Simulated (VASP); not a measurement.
Wanted: the native input for a VASP 6.6.1 run.

```yaml
Task: single point
Functional: r2SCAN
Potentials_or_basis: VASP PAW PBE potentials, release 64 (K_sv, Cl)
Cutoff: 520 eV
k_mesh: 8 × 8 × 8
Occupations: gaussian, width 0.01 eV
Spin: no spin polarisation
Dipole_correction: no
Further_INCAR_settings: ALGO = Normal; EDIFF = 1e-06; NBANDS = 15
```

Crystal: KCl.

```
K Cl
1.0
     0.00000    3.13510    3.13510
     3.13510    0.00000    3.13510
     3.13510    3.13510    0.00000
K Cl
1 1
Direct
  0.00000 0.00000 0.00000
  0.50000 0.50000 0.50000
```

This cell differs from its parent crystal: strain -0.3%.

The input as run:

POSCAR

```
KCl
1.0
    0.0000000000      3.1350992923      3.1350992923
    3.1350992923      0.0000000000      3.1350992923
    3.1350992923      3.1350992923      0.0000000000
K Cl
1 1
Direct
    0.0000000000      0.0000000000      0.0000000000
    0.5000000000      0.5000000000      0.5000000000
```

INCAR.step1

```
  PREC = Accurate
  ENCUT = 520
  ISMEAR = 0
  SIGMA = 0.01
  LREAL = F
  LASPH = T
  NELM = 100
  NBANDS = 15
  GGA = PE
  ALGO = Normal
  EDIFF = 1E-4
  LWAVE = T
  LCHARG = F
```

INCAR.step2

```
  PREC = Accurate
  ENCUT = 520
  EDIFF = 1E-6
  ISMEAR = 0
  SIGMA = 0.01
  LREAL = F
  LASPH = T
  NELM = 100
  ALGO = Normal
  ISIF = 2
  LWAVE = F
  LCHARG = F
  METAGGA = R2SCAN
  LMIXTAU = T
  NBANDS = 15
  ISTART = 1
```

KPOINTS

```
regular mesh
0
Gamma
  8 8 8
```

Potentials or basis: VASP PAW PBE potentials, release 64 (K_sv, Cl).

Command:

```console
$ cat potpaw_PBE.64/K_sv/POTCAR potpaw_PBE.64/Cl/POTCAR > POTCAR
$ cp INCAR.step1 INCAR
$ mpirun -np 1 vasp_std > vasp.out
$ cp INCAR.step2 INCAR
$ mpirun -np 1 vasp_std > vasp.out
```

It gave:

```json
{
 "Pressure": "0.2 GPa",
 "Band gap on the k mesh": "5.87 eV, direct"
}
```

Caveat: the cell differs from its parent crystal (strain -0.3%); the PAW data sets were made with another functional, which shifts forces and pressure a little.

It took 75 s on 1 thread of Intel(R) Xeon(R) 6975P-C (Granite Rapids) (shared host), peak memory 0.21 GiB.
